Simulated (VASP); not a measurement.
## W: single point with PBEsol

The system is W.

```
W
1.0
     0.00000    2.06045    2.09090
     2.06045    0.00000    2.09090
     2.06045    2.06045    0.00000
W
1
Direct
  0.00000 0.00000 0.00000
```

This cell differs from its parent crystal: strain +0.015 along x and y, +0.030 along z.

```
Program                : VASP 6.6.1
Task                   : single point
Functional             : PBEsol
Potentials or basis    : VASP PAW PBE potentials, release 64 (W_sv)
Cutoff                 : 520 eV
k mesh                 : 20 × 20 × 20
Occupations            : gaussian, width 0.15 eV
Spin                   : no spin polarisation
Dipole correction      : no
Further INCAR settings : ALGO = Fast; EDIFF = 1e-06; NBANDS = 13
```

- Pressure: -25.2 GPa
- Band gap on the k mesh: zero (bands 7 and 8 overlap by 3.18 eV)

Stress tensor (GPa, compression positive):
```
-26.60   0.00   0.00
  0.00 -26.60   0.00
  0.00   0.00 -22.45
```

Levels at points of the mesh, in eV from the Fermi level:
```tsv
k point	band 3	band 4	band 5	band 6	band 7	band 8	band 9	band 10	band 11	band 12
(0.00, 0.00, 0.00)	-37.51	-37.51	-8.59	-0.60	-0.42	-0.42	2.16	2.42	12.72	17.23
(0.50, 0.00, 0.00)	-37.65	-37.62	-5.20	-0.78	-0.58	0.45	4.45	4.56	9.14	12.31
(0.50, 0.50, 0.00)	-37.82	-37.82	-4.99	-4.03	2.49	4.48	5.15	5.15	11.23	11.23
(0.50, 0.00, 0.50)	-37.85	-37.84	-4.97	-4.06	2.76	4.45	5.06	5.27	10.92	11.10
```

It took 2.3 min on 1 thread of Intel Xeon 8259CL (shared host), peak memory 0.26 GiB.

Caveat: the cell differs from its parent crystal (strain +0.015 along x and y, +0.030 along z); the cell stands under tension; the PAW data sets were made with another functional, which shifts forces and pressure a little; spin-orbit coupling is left out, which moves the levels of the heavy elements.
